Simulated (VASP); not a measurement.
Ir: single point with LDA

Ir:

```
Ir
1.0
     0.00000    2.05839    1.63271
     2.05839    0.00000    1.63271
     2.05839    2.05839    0.00000
Ir
1
Direct
  0.00000 0.00000 0.00000
```

```json
{"Program": "VASP 6.6.1", "Task": "single point", "Functional": "LDA", "Potentials or basis": "VASP PAW LDA potentials, release 64 (Ir_sv_GW)", "Cutoff": "560 eV", "k mesh": "22 × 22 × 22", "Occupations": "gaussian, width 0.15 eV", "Spin": "no spin polarisation", "Dipole correction": "no", "Further INCAR settings": "ALGO = Normal; EDIFF = 1e-06; NBANDS = 14"}
```

```
Pressure               : 8.8 GPa
Band gap on the k mesh : zero (an odd number of electrons rules out a gap without spin polarisation)
```

Stress tensor (GPa, compression positive):
```
-9.04  0.00  0.00
 0.00 -9.04  0.00
 0.00  0.00 44.61
```

Levels at points of the mesh, in eV from the Fermi level:
```tsv
k point	band 5	band 6	band 7	band 8	band 9	band 10	band 11	band 12
(0.00, 0.00, 0.00)	-11.13	-4.24	-4.24	-3.09	-1.75	-0.04	14.77	17.04
(0.50, 0.00, 0.00)	-8.12	-5.41	-1.88	-0.39	0.12	2.10	8.15	12.93
(0.50, 0.50, 0.00)	-7.72	-7.65	1.26	1.75	1.75	5.73	9.18	9.18
(0.50, 0.00, 0.50)	-8.02	-6.72	0.24	0.33	0.43	2.50	9.25	12.08
```

Wall time 110 s on 1 thread of Intel(R) Xeon(R) Platinum 8259CL CPU @ 2.50GHz (Skylake/Cascade Lake), on a shared host, peak memory 0.29 GiB.

Caveat: the stress differs along the axes, from -9 to 45 GPa; spin-orbit coupling is left out, which moves the levels of the heavy elements.
